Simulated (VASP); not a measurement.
Runs of VASP 6.6.1 on BN. The structure is that of space group I-4m2 (No. 119), or close to it. The cells are those of the table. 

```tsv
cell	gap on the mesh (eV)	pressure (GPa)
a = 2.664, b = 2.664, c = 2.412 Å, angles 63.1, 63.1, 53.8°, 2 atoms	2.78	0.6
a = 2.511, b = 2.511, c = 2.706 Å, angles 57.4, 57.4, 65.2°, 2 atoms	(b)	-0.5
a = 2.497, b = 2.497, c = 2.784 Å, angles 56.1, 56.1, 67.8°, 2 atoms	1.29	-1.8
a = 2.724, b = 2.724, c = 2.348 Å, angles 64.5, 64.5, 51.1°, 2 atoms	(c)	1.9
a = 2.854, b = 2.854, c = 2.239 Å, angles 66.9, 66.9, 46.2°, 2 atoms	none	(a)
a = 2.495, b = 2.495, c = 2.959 Å, angles 53.6, 53.6, 72.7°, 2 atoms	none	-5.9
a = 2.796, b = 2.796, c = 2.284 Å, angles 65.9, 65.9, 48.2°, 2 atoms	0.85	4.8
a = 2.532, b = 2.532, c = 2.635 Å, angles 58.6, 58.6, 62.7°, 2 atoms	3.10	0.1
```

Alike in all rows: task single point; level PBE; potentials or basis VASP PAW PBE potentials, release 64 (B, N); no spin polarisation; k mesh 12 × 12 × 12; cutoff (eV) 520; smearing gaussian 0.05 eV.

Q: Fill in the values left out.

A: (a) 8.2; (b) 2.09; (c) 1.92.

A k mesh can miss the band edges.

A gap of «none» marks levels without a gap at the run's occupations.
